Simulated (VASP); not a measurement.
Runs of VASP 6.6.1 on PbF2. The structure is that of space group I4_1/amd (No. 141), or close to it. The cells are those of the table. 

```tsv
cell	gap on the mesh (eV)	pressure (GPa)	largest force (eV/Å)
a = 7.471 Å, angles 142.4, 142.4, 54.2°, 6 atoms	4.19	(c)	0.06
a = 7.328 Å, angles 142.4, 142.4, 54.2°, 6 atoms	(a)	-0.2	-
a = 7.400 Å, angles 142.4, 142.4, 54.2°, 6 atoms	4.16	(b)	0.03
a = 7.254 Å, angles 142.4, 142.4, 54.2°, 6 atoms	4.07	1.4	0.04
a = 7.178 Å, angles 142.4, 142.4, 54.2°, 6 atoms	4.01	3.2	0.08
```

Alike in all rows: task single point; level PBE; potentials or basis VASP PAW PBE potentials, release 64 (Pb_d, F); no spin polarisation; k mesh 6 × 6 × 6; cutoff (eV) 520; smearing gaussian 0.01 eV.

**Question.** Estimate the missing entries.

**Answer.** (a) 4.12; (b) -1.5; (c) -2.5.

Caveats: spin-orbit coupling is left out, which moves the levels of the heavy elements; the cell stands under pressure (at least some runs).

A k mesh can miss the band edges, and the runs leave out spin-orbit coupling on Pb.
